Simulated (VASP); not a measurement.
# Pb (Im-3m) in VASP: notebook

Pb is run at these levels: PBE+D3(BJ); tasks: single point.

Program: VASP 6.6.1. These are calculated values, not measurements. Logs are shortened: lines on timing, memory, paths and dates and some standing lists are left out, and cuts for length are marked.

## (1) The cell of the first run

Symmetry: Im-3m, No. 229, cubic system. Conventional cell: a = 3.930 Å, b = 3.930 Å, c = 3.930 Å, α = 90.00°, β = 90.00°, γ = 90.00°. Within 4.5 Å of Pb (site symmetry m-3m) lie 14 Pb at 3.40 to 3.93 Å.

## (2) Single point, PBE+D3(BJ)

The input, INCAR:

```
SYSTEM = Pb
PREC     = Accurate       ! precision mode
ENCUT    = 520            ! plane-wave cutoff, eV
EDIFF    = 1E-6           ! SCF threshold, eV
ISMEAR   = 0              ! smearing method
SIGMA    = 0.1            ! smearing width, eV
LREAL    = .False.        ! projectors in reciprocal space
LASPH    = .True.         ! aspherical terms in the spheres
NELM     = 100            ! most SCF steps
ALGO     = Normal         ! electronic algorithm
ISIF     = 2              ! what is computed and relaxed
LWAVE    = .False.        ! write WAVECAR
LCHARG   = .False.        ! write CHGCAR
GGA      = PE             ! functional
IVDW     = 12             ! dispersion correction
NBANDS   = 13             ! bands
```

The input, KPOINTS:

```
regular mesh
0
Gamma
  16 16 16
  0 0 0
```

The input, POSCAR:

```
Pb
1.0
   -1.9649800934      1.9649800934      1.9649800934
    1.9649800934     -1.9649800934      1.9649800934
    1.9649800934      1.9649800934     -1.9649800934
Pb
1
Direct
    0.0000000000      0.0000000000      0.0000000000
```

Potentials or basis: VASP PAW PBE potentials, release 64 (Pb_d).

Launch:

```console
$ cat potpaw_PBE.64/Pb_d/POTCAR > POTCAR
$ mpirun -np 1 vasp_std > vasp.out
```

OUTCAR:

```text
SYSTEM = Pb
   PREC = Accurate
   ENCUT = 520
   EDIFF = 1E-6
   ISMEAR = 0
   LREAL = .False.
   LASPH = .True.
   NELM = 100
   ISIF = 2
   GGA = PE
   IVDW = 12
 IVDW          = 12

 ion  position               nearest neighbor table
   1  0.000  0.000  0.000-

  LATTYP: Found a body centered cubic cell.
 ALAT       =     3.9299601868

  Lattice vectors:

 A1 = (  -1.9649800934,   1.9649800934,   1.9649800934)
 A2 = (   1.9649800934,  -1.9649800934,   1.9649800934)
 A3 = (   1.9649800934,   1.9649800934,  -1.9649800934)

Analysis of symmetry for initial positions (statically):
=====================================================================
 Subroutine PRICEL returns:
 Original cell was already a primitive cell.

 Routine SETGRP: Setting up the symmetry group for a
 body centered cubic supercell.

 Subroutine GETGRP returns: Found 48 space group operations
 (whereof 48 operations were pure point group operations)
 out of a pool of 48 trial point group operations.

The static configuration has the point symmetry O_h .

Analysis of symmetry for dynamics (positions and initial velocities):
=====================================================================
 Subroutine PRICEL returns:
 Original cell was already a primitive cell.

 Routine SETGRP: Setting up the symmetry group for a
 body centered cubic supercell.

 Subroutine GETGRP returns: Found 48 space group operations
 (whereof 48 operations were pure point group operations)
 out of a pool of 48 trial point group operations.

The dynamic configuration has the point symmetry O_h .

 Subroutine INISYM returns: Found 48 space group operations
 (whereof 48 operations are pure point group operations),
 and found     1 'primitive' translations

----------------------------------------------------------------------------------------

                                     Primitive cell

  volume of cell :      30.3483

  direct lattice vectors                    reciprocal lattice vectors
    -1.964980093  1.964980093  1.964980093     0.000000000  0.254455504  0.254455504
     1.964980093 -1.964980093  1.964980093     0.254455504  0.000000000  0.254455504
     1.964980093  1.964980093 -1.964980093     0.254455504  0.254455504  0.000000000

  length of vectors
     3.403445358  3.403445358  3.403445358     0.359854425  0.359854425  0.359854425

  position of ions in fractional coordinates (direct lattice)
     0.000000000  0.000000000  0.000000000

  ion indices of the primitive-cell ions
   primitive index   ion index
                 1           1

----------------------------------------------------------------------------------------

 KPOINTS: regular mesh

Automatic generation of k-mesh.
 Grid dimensions read from file:
 generate k-points for:   16   16   16

 Generating k-lattice:

  Cartesian coordinates                     Fractional coordinates (reciprocal lattice)
     0.000000000  0.015903469  0.015903469     0.062500000  0.000000000  0.000000000
     0.015903469  0.000000000  0.015903469     0.000000000  0.062500000  0.000000000
     0.015903469  0.015903469  0.000000000     0.000000000  0.000000000  0.062500000

  Length of vectors
     0.022490902  0.022490902  0.022490902

  Shift w.r.t. Gamma in fractional coordinates (k-lattice)
     0.000000000  0.000000000  0.000000000

 Subroutine IBZKPT returns following result:
 ===========================================

 Found    145 irreducible k-points:

 Following reciprocal coordinates:
            Coordinates               Weight
  0.000000  0.000000  0.000000      1.000000
  0.062500  0.000000  0.000000     12.000000
  0.125000  0.000000  0.000000     12.000000
  0.187500  0.000000  0.000000     12.000000
  0.250000  0.000000  0.000000     12.000000
  0.312500  0.000000  0.000000     12.000000
[... 16 lines left out ...]
  0.187500  0.187500  0.000000     24.000000
  0.250000  0.187500  0.000000     48.000000
 [... further k-points ...]
   k-points           NKPTS =    145   k-points in BZ     NKDIM =    145   number of bands    NBANDS=     13
   number of dos      NEDOS =    301   number of ions     NIONS =      1
   total plane-waves  NPLWV =  21952
   dimension x,y,z NGX =    28 NGY =   28 NGZ =   28
   dimension x,y,z NGXF=    56 NGYF=   56 NGZF=   56
   ions per type =               1
   NGX,Y,Z   is equivalent  to a cutoff of  13.68, 13.68, 13.68 a.u.
   NGXF,Y,Z  is equivalent  to a cutoff of  27.35, 27.35, 27.35 a.u.
 SYSTEM =  Pb
   PREC   = accura    normal or accurate (medium, high low for compatibility)
   ISTART =      0    job   : 0-new  1-cont  2-samecut
   ICHARG =      2    charge: 1-file 2-atom 10-const
   ISPIN  =      1    spin polarized calculation?
   LNONCOLLINEAR =      F non collinear calculations
   LSORBIT =      F    spin-orbit coupling
   LASPH  =      T    aspherical Exc in radial PAW
   ENCUT  =  520.0 eV  38.22 Ry    6.18 a.u.   6.33  6.33  6.33*2*pi/ulx,y,z
   NELM   =    100;   NELMIN=  2; NELMDL= -5     # of ELM steps
   EDIFF  = 0.1E-05   stopping-criterion for ELM
   LREAL  =      F    real-space projection
   EDIFFG = 0.1E-04   stopping-criterion for IOM
   NSW    =      0    number of steps for IOM
   IBRION =     -1    ionic relax: 0-MD 1-quasi-New 2-CG
   NFREE  =      0    steps in history (QN), initial steepest desc. (CG)
   ISIF   =      2    stress and relaxation
   ISYM   =      2    0-nonsym 1-usesym 2-fastsym
   POTIM  = 0.5000    time-step for ionic-motion
   TEBEG  =    0.0;   TEEND  =   0.0 temperature during run
   PSTRESS=    0.0 pullay stress
   NELECT =      14.0000    total number of electrons
   NUPDOWN=      -1.0000    fix difference up-down
   EMIN   =  10.00;   EMAX   =-10.00  energy-range for DOS
   EFERMI =   0.00;   METHOD = LEGACY
   ISMEAR =     0;   SIGMA  =   0.10  broadening in eV -4-tet -1-fermi 0-gaus
   EFERMI_NEDOS =   21; number of points for ismear=-14 and -15
   IALGO  =     38    algorithm
   IMIX   =      4    mixing-type and parameters
     AMIX     =   0.40;   BMIX     =  1.00
     AMIX_MAG =   1.60;   BMIX_MAG =  1.00
  volume/ion in A,a.u.               =      30.35       204.80
  Fermi-wavevector in a.u.,A,eV,Ry     =   1.264948  2.390405 21.770595  1.600094
  Thomas-Fermi vector in A             =   2.398227
   LORBIT       =      0    0 simple, 1 ext, 2 COOP (PROOUT), +10 PAW based schemes
   GGA     = PE    functional components
   LHFCALC =     F    Hartree Fock is set to
   AEXX    =    0.0000 exact exchange contribution
   IVDW    =    12    specifies the selected vdW correction
   LEPSILON=     F    determine dielectric tensor
   LRPA    =     F    only Hartree local field effects (RPA)
 non-spin polarized calculation
 Gauss-broadening in eV      SIGMA  =   0.10
  energy-cutoff  :      520.00
  volume of cell :       30.35
 maximum number of plane-waves:       856
 NGX is ok and might be reduce to    28
   NGX = 13   NGY = 13   NGZ = 13

 number of electron      14.0000004 magnetization

 Free energy of the ion-electron system (eV)
  ---------------------------------------------------
  ext. energy  EPLUGINS =         0.00000000
  ---------------------------------------------------
  free energy    TOTEN  =        -3.51297278 eV

  energy without entropy =       -3.51046567  energy(sigma->0) =       -3.51171922

 E-fermi :   7.3205     XC(G=0): -10.1841

 val. band max:        7.2950847084   @ k =   0.5000   0.5000   0.3750
 cond. band min:       7.3579995501   @ k =  -0.3125   0.5000   0.0625
 fundamental gap:      0.0629148417
 Fermi energy:         7.3204849997

 k-point     1 :       0.0000    0.0000    0.0000
  band No.  band energies     occupation
      1      -9.8575      2.00000
      2      -9.8575      2.00000
      3      -9.8575      2.00000
      4      -9.6182      2.00000
      5      -9.6182      2.00000
      6      -4.4790      2.00000
      7      14.9108      0.00000
      8      14.9108      0.00000
      9      14.9108      0.00000
     10      18.3850      0.00000
     11      18.3850      0.00000
     12      18.3850      0.00000
     13      19.1357      0.00000

 k-point     2 :       0.0625    0.0000    0.0000
  band No.  band energies     occupation
      1      -9.8607      2.00000
      2      -9.8535      2.00000
      3      -9.8434      2.00000
      4      -9.6219      2.00000
      5      -9.6186      2.00000
      6      -4.3996      2.00000
      7      14.0286      0.00000
      8      14.6299      0.00000
      9      14.8015      0.00000
     10      17.8165      0.00000
     11      18.1714      0.00000
     12      18.2948      0.00000
     13      19.6968      0.00000

 k-point     3 :       0.1250    0.0000    0.0000
  band No.  band energies     occupation
      1      -9.8700      2.00000
      2      -9.8432      2.00000
      3      -9.8031      2.00000
      4      -9.6316      2.00000
      5      -9.6194      2.00000
      6      -4.1609      2.00000
      7      12.2464      0.00000
      8      13.9539      0.00000
      9      14.4837      0.00000
     10      16.9913      0.00000
     11      17.7380      0.00000
     12      18.2483      0.00000
     13      20.3956      0.00000
[... 305 lines left out ...]
 k-point    23 :       0.1875    0.1875    0.0000
  band No.  band energies     occupation
      1      -9.8892      2.00000
      2      -9.8168      2.00000
      3      -9.6607      2.00000
      4      -9.6388      2.00000
      5      -9.5991      2.00000
      6      -2.3745      2.00000
      7       7.0820      1.99925
      8       9.6235      0.00000
      9      12.3853      0.00000
     10      17.0254      0.00000
     11      17.5398      0.00000
     12      20.1214      0.00000
     13      21.6403      0.00000

 k-point    24 :       0.2500    0.1875    0.0000
  band No.  band energies     occupation
      1      -9.8959      2.00000
      2      -9.8051      2.00000
      3      -9.6561      2.00000
      4      -9.6422      2.00000
      5      -9.5646      2.00000
      6      -1.6644      2.00000
      7       5.8824      2.00000
      8       8.6788      0.00000
      9      11.9906      0.00000
     10      16.8702      0.00000
     11      18.0233      0.00000
     12      20.3562      0.00000
     13      22.6693      0.00000

 [... further k-points ...]

------------------------ aborting loop because EDIFF is reached ----------------------------------------

 Edisp (eV)   -0.40892

 E8    (eV) :    -0.2071

  FORCE on cell =-STRESS in cart. coord.  units (eV):
  Direction    XX          YY          ZZ          XY          YZ          ZX
  --------------------------------------------------------------------------------------
  -------------------------------------------------------------------------------------
  Total      -0.00866    -0.00866    -0.00866     0.00000    -0.00000    -0.00000
  in kB      -0.45728    -0.45728    -0.45728     0.00000    -0.00000    -0.00000
  external pressure =       -0.46 kB  Pullay stress =        0.00 kB

 VOLUME and BASIS-vectors are now :
 -----------------------------------------------------------------------------
  energy-cutoff  :      520.00
  volume of cell :       30.35
      direct lattice vectors                 reciprocal lattice vectors
    -1.964980093  1.964980093  1.964980093     0.000000000  0.254455504  0.254455504
     1.964980093 -1.964980093  1.964980093     0.254455504  0.000000000  0.254455504
     1.964980093  1.964980093 -1.964980093     0.254455504  0.254455504  0.000000000

 POSITION                                       TOTAL-FORCE (eV/Angst)
 -----------------------------------------------------------------------------------
      0.00000      0.00000      0.00000         0.000000      0.000000     -0.000000
 -----------------------------------------------------------------------------------
    total drift:                                0.000000     -0.000000     -0.000000

  FREE ENERGIE OF THE ION-ELECTRON SYSTEM (eV)
  ---------------------------------------------------
  free  energy   TOTEN  =        -3.9218895005 eV

  energy  without entropy=       -3.9193823932  energy(sigma->0) =       -3.92063595
```

Wall time 69 s (1 thread of Intel Xeon 8259CL, shared host); peak memory 0.2 GiB.

Results:

* Free energy: -3.9219 eV
* Pressure: 0.0 GPa
* Band gap on the k mesh: zero (band 7 reaches 14.91 eV, above the bottom of band 8 at 5.30 eV)
* Dispersion energy per atom: -0.409 eV

Caveat: spin-orbit coupling is left out, which moves the levels of the heavy elements; pairwise dispersion overbinds metals, which lowers pressure and volume.

## (3) Single point, PBE+D3(BJ) (volume scaled by 1.03)

The input, INCAR:

```
ALGO     = Fast           # electronic algorithm
EDIFF    = 1E-7           # SCF threshold, eV
ENCUT    = 520            # plane-wave cutoff, eV
GGA      = PE             # functional
ISIF     = 2              # what is computed and relaxed
ISMEAR   = 0              # smearing method
IVDW     = 12             # dispersion correction
LASPH    = True           # aspherical terms in the spheres
LCHARG   = True           # write CHGCAR
LELF     = True           # ELF
LREAL    = False          # projectors in reciprocal space
LVHAR    = True         
LWAVE    = False          # write WAVECAR
NBANDS   = 13             # bands
NELM     = 80             # most SCF steps
PREC     = Accurate       # precision mode
SIGMA    = 0.1            # smearing width, eV
```

The input, KPOINTS:

```
k-points
0
Gamma
  16 16 16
```

The input, POSCAR:

```
Pb
1.0
   -1.9844366072      1.9844366072      1.9844366072
    1.9844366072     -1.9844366072      1.9844366072
    1.9844366072      1.9844366072     -1.9844366072
Pb
1
Direct
    0.0000000000      0.0000000000      0.0000000000
```

Potentials or basis: VASP PAW PBE potentials, release 64 (Pb_d).

Launch:

```console
$ cat potpaw_PBE.64/Pb_d/POTCAR > POTCAR
$ mpirun -np 1 vasp_std > vasp.out
```

Wall time 1.9 min (1 thread of Intel Xeon 8259CL, shared host); peak memory 0.2 GiB.

Results (log left out):

| Item | Value |
| --- | --- |
| Free energy | -3.9185 eV |
| Pressure | -1.2 GPa |
| Band gap on the k mesh | zero (band 7 reaches 14.32 eV, above the bottom of band 8 at 5.05 eV) |
| Dispersion energy per atom | -0.397 eV |

Levels at points of the mesh, in eV from the Fermi level:
| k point | band 3 | band 4 | band 5 | band 6 | band 7 | band 8 | band 9 | band 10 | band 11 | band 12 |
| --- | --- | --- | --- | --- | --- | --- | --- | --- | --- | --- |
| (0.00, 0.00, 0.00) | -17.15 | -16.93 | -16.93 | -11.60 | 7.34 | 7.34 | 7.34 | 11.03 | 11.03 | 11.03 |
| (0.50, 0.00, 0.00) | -16.94 | -16.94 | -16.79 | -7.91 | -3.95 | 3.33 | 5.02 | 7.36 | 8.78 | 13.69 |
| (0.50, 0.50, 0.50) | -16.83 | -16.83 | -16.83 | -5.33 | -0.38 | -0.38 | -0.38 | 4.51 | 4.51 | 16.31 |

Caveat: spin-orbit coupling is left out, which moves the levels of the heavy elements; pairwise dispersion overbinds metals, which lowers pressure and volume.
